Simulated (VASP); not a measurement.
NaLi2:

```
Na Li
1.0
     0.00000    3.56590    3.56590
     3.56590    0.00000    3.56590
     3.56590    3.56590    0.00000
Na Li
2 4
Direct
  0.00000 0.00000 0.00000
  0.25000 0.25000 0.25000
  0.62500 0.62500 0.62500
  0.12500 0.62500 0.62500
  0.62500 0.62500 0.12500
  0.62500 0.12500 0.62500
```

| Property | Result |
| --- | --- |
| Program | VASP 6.6.1 |
| Task | relaxation of cell and atoms |
| Functional | PBE |
| Potentials or basis | VASP PAW PBE potentials, release 64 (Na_pv, Li_sv) |
| Cutoff | 600 eV |
| k mesh | 4 × 4 × 4 |
| Occupations | gaussian, width 0.1 eV |
| Spin | no spin polarisation |

At the start: pressure 15.9 GPa; volume 15.11 Å³/atom.

Where does the relaxation end?

Over 4 steps the energy falls by 344.8 meV/atom and the volume is 24.22 Å³/atom (+60.2 %); space group Fd-3m (No. 227, to 0.05 Å).

The path:
```
step  energy change (eV)  largest force (eV/Å)  pressure (GPa)  volume (Å³)
   1              0.0000                0.0000           15.92        90.69
   2             -1.4382                0.0000            6.88       111.86
   3             -2.0539                0.0000            0.85       139.74
   4             -2.0689                0.0000            0.03       145.31
```

Final structure:
```xyz
6
Lattice="0.0000 4.1728 4.1728 4.1728 0.0000 4.1728 4.1728 4.1728 0.0000" Properties=species:S:1:pos:R:3 pbc="T T T"
Na    0.0000    0.0000    0.0000
Na    2.0864    2.0864    2.0864
Li    5.2160    5.2160    5.2160
Li    5.2160    3.1296    3.1296
Li    3.1296    3.1296    5.2160
Li    3.1296    5.2160    3.1296
```

Caveat: the k points lie up to 0.33 Å⁻¹ apart in the final cell; the cutoff is under 1.25 times the usual one of these potentials, so pressure, stress and relaxed cells hold a basis-set (Pulay) error; the volume moved by over 15 % at a fixed basis, so the end points are rough.
